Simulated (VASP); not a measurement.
# BN (CsCl type) (Pm-3m) in VASP: notebook, part 2 of 2

VASP 6.6.1. The steps go on from the part before.

## Step 4: Single point, PBE

This run uses another cell than the first one, of 6.25 Å³/atom, 1.064 times its volume.

INCAR reads:

```
SYSTEM = BN
ALGO = Normal ; EDIFF = 1E-6
ENCUT = 600 ; GGA = PE
GGA_COMPAT = .False. ; ISIF = 2
ISMEAR = -1 ; LASPH = .True.
LCHARG = .False. ; LREAL = .False.
LWAVE = .False. ; NBANDS = 11
NELM = 120 ; PREC = Accurate
SIGMA = 0.05
```

KPOINTS reads:

```
k-points
0
Gamma
  14 14 14
  0 0 0
```

POSCAR reads:

```
BN
1.0
    2.3203634545      0.0000000000      0.0000000000
    0.0000000000      2.3203634545      0.0000000000
    0.0000000000      0.0000000000      2.3203634545
B N
1 1
Direct
    0.0000000000      0.0000000000      0.0000000000
    0.5000000000      0.5000000000      0.5000000000
```

Potentials or basis: VASP PAW PBE potentials, release 64 (B, N).

The run is started by

```console
$ cat potpaw_PBE.64/B/POTCAR potpaw_PBE.64/N/POTCAR > POTCAR
$ mpirun -np 1 vasp_std > vasp.out
```

OUTCAR:

```text
SYSTEM = BN
   EDIFF = 1E-6
   ENCUT = 600
   GGA = PE
   ISIF = 2
   ISMEAR = -1
   LASPH = .True.
   LREAL = .False.
   NELM = 120
   PREC = Accurate

 ion  position               nearest neighbor table
   1  0.000  0.000  0.000-
   2  0.500  0.500  0.500-

  LATTYP: Found a simple cubic cell.
 ALAT       =     2.3203634545

  Lattice vectors:

 A1 = (   2.3203634545,   0.0000000000,   0.0000000000)
 A2 = (   0.0000000000,   2.3203634545,   0.0000000000)
 A3 = (   0.0000000000,   0.0000000000,   2.3203634545)

Analysis of symmetry for initial positions (statically):
=====================================================================
 Subroutine PRICEL returns:
 Original cell was already a primitive cell.

 Routine SETGRP: Setting up the symmetry group for a
 simple cubic supercell.

 Subroutine GETGRP returns: Found 48 space group operations
 (whereof 48 operations were pure point group operations)
 out of a pool of 48 trial point group operations.

The static configuration has the point symmetry O_h .

Analysis of symmetry for dynamics (positions and initial velocities):
=====================================================================
 Subroutine PRICEL returns:
 Original cell was already a primitive cell.

 Routine SETGRP: Setting up the symmetry group for a
 simple cubic supercell.

 Subroutine GETGRP returns: Found 48 space group operations
 (whereof 48 operations were pure point group operations)
 out of a pool of 48 trial point group operations.

The dynamic configuration has the point symmetry O_h .

 Subroutine INISYM returns: Found 48 space group operations
 (whereof 48 operations are pure point group operations),
 and found     1 'primitive' translations

----------------------------------------------------------------------------------------

                                     Primitive cell

  volume of cell :      12.4930

  direct lattice vectors                    reciprocal lattice vectors
     2.320363454  0.000000000  0.000000000     0.430966967  0.000000000  0.000000000
     0.000000000  2.320363454  0.000000000     0.000000000  0.430966967  0.000000000
     0.000000000  0.000000000  2.320363454     0.000000000  0.000000000  0.430966967

  length of vectors
     2.320363454  2.320363454  2.320363454     0.430966967  0.430966967  0.430966967

  position of ions in fractional coordinates (direct lattice)
[... 8 lines left out ...]
----------------------------------------------------------------------------------------

 KPOINTS: k-points

Automatic generation of k-mesh.
 Grid dimensions read from file:
 generate k-points for:   14   14   14

 Generating k-lattice:

  Cartesian coordinates                     Fractional coordinates (reciprocal lattice)
     0.030783355  0.000000000  0.000000000     0.071428571  0.000000000  0.000000000
     0.000000000  0.030783355  0.000000000     0.000000000  0.071428571  0.000000000
     0.000000000  0.000000000  0.030783355     0.000000000  0.000000000  0.071428571

  Length of vectors
     0.030783355  0.030783355  0.030783355

  Shift w.r.t. Gamma in fractional coordinates (k-lattice)
     0.000000000  0.000000000  0.000000000

 Subroutine IBZKPT returns following result:
 ===========================================

 Found    120 irreducible k-points:

 Following reciprocal coordinates:
            Coordinates               Weight
  0.000000  0.000000  0.000000      1.000000
  0.071429  0.000000  0.000000      6.000000
  0.142857  0.000000  0.000000      6.000000
  0.214286  0.000000  0.000000      6.000000
  0.285714  0.000000  0.000000      6.000000
  0.357143  0.000000  0.000000      6.000000
[... 16 lines left out ...]
  0.285714  0.214286  0.000000     24.000000
  0.357143  0.214286  0.000000     24.000000
 [... further k-points ...]
   k-points           NKPTS =    120   k-points in BZ     NKDIM =    120   number of bands    NBANDS=     11
   number of dos      NEDOS =    301   number of ions     NIONS =      2
   total plane-waves  NPLWV =   8000
   dimension x,y,z NGX =    20 NGY =   20 NGZ =   20
   dimension x,y,z NGXF=    40 NGYF=   40 NGZF=   40
   ions per type =               1   1
   NGX,Y,Z   is equivalent  to a cutoff of  14.33, 14.33, 14.33 a.u.
   NGXF,Y,Z  is equivalent  to a cutoff of  28.66, 28.66, 28.66 a.u.
 SYSTEM =  BN
   PREC   = accura    normal or accurate (medium, high low for compatibility)
   ISTART =      0    job   : 0-new  1-cont  2-samecut
   ICHARG =      2    charge: 1-file 2-atom 10-const
   ISPIN  =      1    spin polarized calculation?
   LNONCOLLINEAR =      F non collinear calculations
   LSORBIT =      F    spin-orbit coupling
   LASPH  =      T    aspherical Exc in radial PAW
   ENCUT  =  600.0 eV  44.10 Ry    6.64 a.u.   4.63  4.63  4.63*2*pi/ulx,y,z
   NELM   =    120;   NELMIN=  2; NELMDL= -5     # of ELM steps
   EDIFF  = 0.1E-05   stopping-criterion for ELM
   LREAL  =      F    real-space projection
   EDIFFG = 0.1E-04   stopping-criterion for IOM
   NSW    =      0    number of steps for IOM
   IBRION =     -1    ionic relax: 0-MD 1-quasi-New 2-CG
   NFREE  =      0    steps in history (QN), initial steepest desc. (CG)
   ISIF   =      2    stress and relaxation
   ISYM   =      2    0-nonsym 1-usesym 2-fastsym
   POTIM  = 0.5000    time-step for ionic-motion
   TEBEG  =    0.0;   TEEND  =   0.0 temperature during run
   PSTRESS=    0.0 pullay stress
   NELECT =       8.0000    total number of electrons
   NUPDOWN=      -1.0000    fix difference up-down
   EMIN   =  10.00;   EMAX   =-10.00  energy-range for DOS
   EFERMI =   0.00;   METHOD = LEGACY
   ISMEAR =    -1;   SIGMA  =   0.05  broadening in eV -4-tet -1-fermi 0-gaus
   EFERMI_NEDOS =   21; number of points for ismear=-14 and -15
   IALGO  =     38    algorithm
   IMIX   =      4    mixing-type and parameters
     AMIX     =   0.40;   BMIX     =  1.00
     AMIX_MAG =   1.60;   BMIX_MAG =  1.00
  volume/ion in A,a.u.               =       6.25        42.15
  Fermi-wavevector in a.u.,A,eV,Ry     =   1.411071  2.666537 27.090844  1.991121
  Thomas-Fermi vector in A             =   2.532960
   LORBIT       =      0    0 simple, 1 ext, 2 COOP (PROOUT), +10 PAW based schemes
   GGA     = PE    functional components
   LHFCALC =     F    Hartree Fock is set to
   AEXX    =    0.0000 exact exchange contribution
   IVDW    =     0    specifies the selected vdW correction
   LEPSILON=     F    determine dielectric tensor
   LRPA    =     F    only Hartree local field effects (RPA)
 non-spin polarized calculation
  energy-cutoff  :      600.00
  volume of cell :       12.49
 maximum number of plane-waves:       437
 NGX is ok and might be reduce to    20
   NGX =  9   NGY =  9   NGZ =  9

 number of electron       8.0000002 magnetization

 Free energy of the ion-electron system (eV)
  ---------------------------------------------------
  ext. energy  EPLUGINS =         0.00000000
  ---------------------------------------------------
  free energy    TOTEN  =       -10.01765144 eV

  energy without entropy =      -10.01058051  energy(sigma->0) =      -10.01411598

 E-fermi :   9.0055     XC(G=0): -13.1724

 val. band max:        8.9799387300   @ k =   0.5000   0.2857   0.0714
 cond. band min:       9.0522797259   @ k =   0.4286   0.4286   0.1429
 fundamental gap:      0.0723409959
 Fermi energy:         9.0054849515

 k-point     1 :       0.0000    0.0000    0.0000
  band No.  band energies     occupation
      1     -12.0881      2.00000
      2       6.9175      2.00000
      3       6.9175      2.00000
      4       6.9175      2.00000
      5      10.5090      0.00000
      6      20.0181      0.00000
      7      20.0181      0.00000
      8      20.0181      0.00000
      9      21.1357      0.00000
     10      21.1357      0.00000
     11      43.8141      0.00000
[... 309 lines left out ...]
 k-point    24 :       0.3571    0.2143    0.0000
  band No.  band energies     occupation
      1      -8.6194      2.00000
      2      -0.7399      2.00000
      3       4.3513      2.00000
      4       9.3708      0.00134
      5      12.2287      0.00000
      6      15.0490      0.00000
      7      17.2056      0.00000
      8      17.9219      0.00000
      9      28.5908      0.00000
     10      33.1492      0.00000
     11      36.0739      0.00000

 [... further k-points ...]

------------------------ aborting loop because EDIFF is reached ----------------------------------------

  FORCE on cell =-STRESS in cart. coord.  units (eV):
  Direction    XX          YY          ZZ          XY          YZ          ZX
  --------------------------------------------------------------------------------------
  -------------------------------------------------------------------------------------
  Total       -0.0290039     -0.0290039     -0.0290039     -0.0000000      0.0000000     -0.0000000
  in kB       -3.7196243     -3.7196243     -3.7196243     -0.0000000      0.0000000     -0.0000000
  external PRESSURE =      -3.7196243 kB  Pullay stress =       0.0000000 kB

 VOLUME and BASIS-vectors are now :
 -----------------------------------------------------------------------------
  energy-cutoff  :      600.00
  volume of cell :       12.49
      direct lattice vectors                 reciprocal lattice vectors
     2.320363454  0.000000000  0.000000000     0.430966967  0.000000000  0.000000000
     0.000000000  2.320363454  0.000000000     0.000000000  0.430966967  0.000000000
     0.000000000  0.000000000  2.320363454     0.000000000  0.000000000  0.430966967

 POSITION                                       TOTAL-FORCE (eV/Angst)
 -----------------------------------------------------------------------------------
      0.00000      0.00000      0.00000         0.000000      0.000000      0.000000
      1.16018      1.16018      1.16018         0.000000      0.000000      0.000000
 -----------------------------------------------------------------------------------
    total drift:                                0.000000      0.000000      0.000000

  FREE ENERGIE OF THE ION-ELECTRON SYSTEM (eV)
  ---------------------------------------------------
  free  energy   TOTEN  =       -10.0176514448 eV

  energy  without entropy=      -10.0105805129  energy(sigma->0) =      -10.01411598
```

OSZICAR:

```text
N       E                     dE             d eps       ncg     rms          rms(c)
DAV:   1     0.166087171205E+02    0.16609E+02   -0.52181E+03  2672   0.798E+02
DAV:   2    -0.981998471337E+01   -0.26429E+02   -0.25038E+02  3346   0.160E+02
DAV:   3    -0.105123663771E+02   -0.69238E+00   -0.68603E+00  3228   0.215E+01
DAV:   4    -0.105132672307E+02   -0.90085E-03   -0.90072E-03  2922   0.879E-01
DAV:   5    -0.105132678183E+02   -0.58764E-06   -0.58744E-06  3110   0.237E-02    0.496E+00
DAV:   6    -0.100808665317E+02    0.43240E+00   -0.44292E+00  2868   0.960E+00    0.235E+00
DAV:   7    -0.100175112676E+02    0.63355E-01   -0.34685E-01  2898   0.334E+00    0.108E+00
DAV:   8    -0.100182881094E+02   -0.77684E-03   -0.14557E-02  2916   0.107E+00    0.378E-01
DAV:   9    -0.100176606549E+02    0.62745E-03   -0.14650E-03  3048   0.247E-01    0.792E-02
DAV:  10    -0.100176527286E+02    0.79263E-05   -0.72051E-05  2967   0.712E-02    0.761E-03
DAV:  11    -0.100176513803E+02    0.13483E-05   -0.77464E-06  3023   0.132E-02    0.226E-03
DAV:  12    -0.100176514448E+02   -0.64572E-07   -0.35463E-07  1581   0.431E-03
   1 F= -.10017651E+02 E0= -.10014116E+02  d E =-.707093E-02
```

stdout:

```text
POSCAR found type information on POSCAR B N
 POSCAR found :  2 types and       2 ions
 scaLAPACK will be used
 LDA part: xc-table for (Slater+PW92), standard interpolation
 POSCAR, INCAR and KPOINTS ok, starting setup
 FFT: planning ... GRIDC
 FFT: planning ... GRID_SOFT
 FFT: planning ... GRID
 WAVECAR not read
 entering main loop
```

It took 22 s on 1 thread of Intel Xeon 8259CL, shared host; peak memory 0.13 GiB.

Results:

| Item | Value |
| --- | --- |
| Free energy | -10.0177 eV |
| Pressure | -0.4 GPa |
| Band gap on the k mesh | zero (band 4 reaches 9.92 eV, above the bottom of band 5 at 6.69 eV) |

## Step 5: Single point, PBE

This run uses another cell than the first one, of 6.25 Å³/atom, 1.064 times its volume.

INCAR reads:

```
PREC = Accurate ; ENCUT = 600
EDIFF = 1E-6 ; ISMEAR = 1
SIGMA = 0.005 ; LREAL = False
LASPH = True ; NELM = 120
ALGO = Normal ; ISIF = 2
LWAVE = False ; LCHARG = False
GGA = PE ; NBANDS = 11
GGA_COMPAT = False
```

KPOINTS reads:

```
regular mesh
0
Gamma
  14 14 14
```

POSCAR is that of step 4.

The run is started by

```console
$ cat potpaw_PBE.64/B/POTCAR potpaw_PBE.64/N/POTCAR > POTCAR
$ mpirun -np 1 vasp_std > vasp.out
```

It took 22 s on 1 thread of Intel Xeon 8259CL, shared host; peak memory 0.13 GiB.

The run converged. Its results:

| Item | Value |
| --- | --- |
| Free energy | -10.0144 eV |
| Pressure | -0.4 GPa |
| Band gap on the k mesh | zero (band 4 reaches 9.91 eV, above the bottom of band 5 at 6.68 eV) |

Levels at points of the mesh, in eV from the Fermi level:
```csv
k point,band 1,band 2,band 3,band 4,band 5,band 6,band 7,band 8
"(0.00, 0.00, 0.00)",-21.07,-2.07,-2.07,-2.07,1.53,11.04,11.04,11.04
"(0.50, 0.00, 0.00)",-17.36,-12.63,0.54,0.54,4.24,6.94,6.94,7.25
"(0.50, 0.50, 0.00)",-13.58,-9.38,-9.38,-3.53,1.60,8.47,8.47,9.05
"(0.50, 0.50, 0.50)",-10.99,-4.86,-4.86,-4.86,-1.35,-1.35,-1.35,3.16
```

## Step 6: The runs side by side

```tsv
cell	cutoff (eV)	smearing	gap on the mesh (eV)	pressure (GPa)
a = 2.273 Å, 2 atoms	520	fermi-dirac 0.05 eV	none	17.0
a = 2.320 Å, 2 atoms	520	fermi-dirac 0.05 eV	none	-0.1
a = 2.320 Å, 2 atoms	600	fermi-dirac 0.05 eV	none	-0.4
a = 2.320 Å, 2 atoms	600	methfessel-paxton 0.005 eV	none	-0.4
```

Alike in all rows: task single point; level PBE; potentials or basis VASP PAW PBE potentials, release 64 (B, N); no spin polarisation; k mesh 14 × 14 × 14.

Absolute energies hang on the potentials; compare differences alone.
